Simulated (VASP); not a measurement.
# Si5Ge2: single point with PBE

The system is Si5Ge2.

```
Si Ge
1.0
     5.15338   -3.14966   -0.17709
     5.15338    3.14966   -0.17709
    -2.46936    0.00000    3.81217
Si Ge
5 2
Direct
  0.00000 0.00000 0.00000
  0.80516 0.40616 0.83976
  0.59384 0.19484 0.16024
  0.19484 0.59384 0.16024
  0.40616 0.80516 0.83976
  0.30131 0.30131 0.54812
  0.69869 0.69869 0.45188
```

```
Program             : VASP 6.6.1
Task                : single point
Functional          : PBE
Potentials or basis : VASP PAW PBE potentials, release 64 (Si, Ge_d)
Cutoff              : 520 eV
k mesh              : 3 × 3 × 4
Occupations         : gaussian, width 0.2 eV
Spin                : no spin polarisation
```

```
Pressure               : 0.0 GPa
Largest force          : 0.019 eV/Å
Band gap on the k mesh : zero (band 24 reaches 9.51 eV, above the bottom of band 25 at 7.14 eV)
```

Forces in eV/Å, atoms in the order of the input:
```
Si   0.000  0.000  0.000
Si  -0.003  0.013 -0.013
Si   0.003  0.013  0.013
Si   0.003 -0.013  0.013
Si  -0.003 -0.013 -0.013
Ge  -0.003  0.000  0.005
Ge   0.003  0.000 -0.005
```

Stress tensor (GPa, compression positive):
```
 0.14  0.00  0.07
 0.00 -0.12  0.00
 0.07  0.00 -0.04
```

Levels at points of the mesh, in eV from the Fermi level:
```
           k point  band 20  band 21  band 22  band 23  band 24  band 25  band 26  band 27  band 28  band 29
(0.00, 0.00, 0.00)    -3.28    -3.06    -2.48    -2.26    -1.67    -0.45     0.92     1.92     2.00     4.11
(0.00, 0.00, 0.50)    -2.37    -1.95    -1.94     0.96     1.93     2.00     2.06     2.43     2.58     3.75
```

Run time: 43 s on 1 thread of Intel(R) Xeon(R) 6975P-C (Granite Rapids) (shared host), peak memory 0.27 GiB.

Caveat: the k points lie up to 0.42 Å⁻¹ apart.
